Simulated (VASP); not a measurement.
Set up this calculation in VASP 6.6.1, as the native input.

```yaml
Task: relaxation of cell and atoms
Functional: PBEsol
Potentials_or_basis: VASP PAW PBE potentials, release 64 (Ta_pv, N)
Cutoff: 600 eV
k_mesh: 10 × 10 × 10
Occupations: fermi-dirac, width 0.05 eV
Spin: no spin polarisation
Dipole_correction: no
Further_INCAR_settings: ALGO = Normal; EDIFF = 1e-06; IBRION = 2; EDIFFG = -0.005; NSW = 80; ISIF = 3
```

The structure of TaN lies in POSCAR:

```
TaN
1.0
    0.0000000000      2.2113230000      2.2113230000
    2.2113230000      0.0000000000      2.2113230000
    2.2113230000      2.2113230000      0.0000000000
Ta N
1 1
Direct
    0.5000000000      0.5000000000      0.5000000000
    0.0000000000      0.0000000000      0.0000000000
```

One way to write it, as run:

INCAR

```
SYSTEM = TaN
PREC = Accurate
ENCUT = 600
EDIFF = 1E-6
ISMEAR = -1
SIGMA = 0.05
LREAL = .False.
LASPH = .True.
NELM = 100
ALGO = Normal
ISIF = 3
LWAVE = .False.
LCHARG = .False.
GGA = PS
IBRION = 2
NSW = 80
EDIFFG = -0.005
```

KPOINTS

```
regular mesh
0
Gamma
  10 10 10
  0 0 0
```

Potentials or basis: VASP PAW PBE potentials, release 64 (Ta_pv, N).

The run is started by

```bash
$ cat potpaw_PBE.64/Ta_pv/POTCAR potpaw_PBE.64/N/POTCAR > POTCAR
$ mpirun -np 1 vasp_std > vasp.out
```

Results of the run:

| Property | Result |
| --- | --- |
| Relaxed volume | 10.50 Å³/atom |
| Relaxed cell | a = 3.096 Å, b = 3.096 Å, c = 3.096 Å, α = 60.00°, β = 60.00°, γ = 60.00° |
| Space group after relaxing (to 0.05 Å) | Fm-3m (No. 225) |
| Energy gained by relaxing | 10.2 meV/atom |
| Ionic steps | 4 |
| Pressure after relaxing | 0.0 GPa |

Caveat: the PAW data sets were made with another functional, which shifts forces and pressure a little.

Run time: 48 s on 1 thread of Intel(R) Xeon(R) Platinum 8175M CPU @ 2.50GHz (Skylake/Cascade Lake) (shared host), peak memory 0.17 GiB.
